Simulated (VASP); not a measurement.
Wanted: the native input for a VASP 6.6.1 run.

- Task: relaxation of cell and atoms
- Functional: PBEsol
- Potentials or basis: VASP PAW PBE potentials, release 64 (Sb)
- Cutoff: 600 eV
- k mesh: 17 × 17 × 17
- Occupations: methfessel-paxton, width 0.05 eV
- Spin: no spin polarisation
- Dipole correction: no
- Further INCAR settings: ALGO = Normal; EDIFF = 1e-07; IBRION = 2; EDIFFG = -0.01; NSW = 60; ISIF = 3

The structure of Sb lies in POSCAR:

```
Sb
1.0
    3.2597620000      0.0000000000      0.0000000000
    1.6298810000      2.8230367023      0.0000000000
    1.6298810000      0.9410122341      2.6615845276
Sb
1
Direct
    0.0000000000      0.0000000000      0.0000000000
```

The input as run:

INCAR

```
PREC     = Accurate       # precision mode
ENCUT    = 600            # plane-wave cutoff, eV
EDIFF    = 1E-7           # SCF threshold, eV
ISMEAR   = 1              # smearing method
SIGMA    = 0.05           # smearing width, eV
LREAL    = False          # projectors in reciprocal space
LASPH    = True           # aspherical terms in the spheres
NELM     = 60             # most SCF steps
ALGO     = Normal         # electronic algorithm
ISIF     = 3              # what is computed and relaxed
LWAVE    = False          # write WAVECAR
LCHARG   = False          # write CHGCAR
GGA      = PS             # functional
IBRION   = 2              # ionic algorithm
NSW      = 60             # ionic steps
EDIFFG   = -0.01          # ionic threshold
```

KPOINTS

```
regular mesh
0
Gamma
  17 17 17
```

Potentials or basis: VASP PAW PBE potentials, release 64 (Sb).

Command:

```bash
$ cat potpaw_PBE.64/Sb/POTCAR > POTCAR
$ mpirun -np 1 vasp_std > vasp.out
```

It gave:

| Quantity | Value |
| --- | --- |
| Relaxed volume | 26.23 Å³/atom |
| Relaxed cell | a = 3.335 Å, b = 3.335 Å, c = 3.335 Å, α = 60.00°, β = 60.00°, γ = 60.00° |
| Space group after relaxing (to 0.05 Å) | Fm-3m (No. 225) |
| Energy gained by relaxing | 28.1 meV/atom |
| Ionic steps | 3 |
| Pressure after relaxing | 0.0 GPa |

Caveat: the PAW data sets were made with another functional, which shifts forces and pressure a little.

Wall time 37 s on 1 thread of Intel(R) Xeon(R) Platinum 8488C (Sapphire Rapids), on a shared host, peak memory 0.18 GiB.
